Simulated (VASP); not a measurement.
Set up this calculation in VASP 6.6.1, as the native input.

* Task: single point
* Functional: PBE
* Potentials or basis: VASP PAW PBE potentials, release 64 (Zr_sv)
* Cutoff: 520 eV
* k mesh: 6 × 6 × 4
* Occupations: gaussian, width 0.1 eV
* Spin: no spin polarisation
* Dipole correction: no
* Further INCAR settings: ALGO = Normal; EDIFF = 1e-06; NBANDS = 32

The structure of Zr lies in POSCAR:

```
Zr
1.0
    4.0599780736      0.0000000000      0.0000000000
   -2.0299890368      3.5160441505      0.0000000000
    0.0000000000      0.0000000000      6.6989638214
Zr
4
Direct
    0.3333333333      0.6666666667      0.4375000000
    0.6666666667      0.3333333333      0.9375000000
    0.6666666667      0.3333333333      0.5625000000
    0.3333333333      0.6666666667      0.0625000000
```

The input as run:

INCAR

```
SYSTEM = Zr
PREC = Accurate
ENCUT = 520
EDIFF = 1E-6
ISMEAR = 0
SIGMA = 0.1
LREAL = .FALSE.
LASPH = .TRUE.
NELM = 80
ALGO = Normal
ISIF = 2
LWAVE = .FALSE.
LCHARG = .FALSE.
GGA = PE
NBANDS = 32
```

KPOINTS

```
regular mesh
0
G
  6 6 4
  0 0 0
```

Potentials or basis: VASP PAW PBE potentials, release 64 (Zr_sv).

Run with:

```bash
$ cat potpaw_PBE.64/Zr_sv/POTCAR > POTCAR
$ mpirun -np 1 vasp_std > vasp.out
```

It gave:

```json
{"Pressure": "14.2 GPa", "Largest force": "0.152 eV/Å", "Band gap on the k mesh": "zero (bands 24 and 25 overlap by 1.50 eV)"}
```

Caveat: the cell stands under pressure.

Run time: 54 s on 1 thread of Intel(R) Xeon(R) Platinum 8259CL CPU @ 2.50GHz (Skylake/Cascade Lake), with other jobs on the host, peak memory 0.21 GiB.
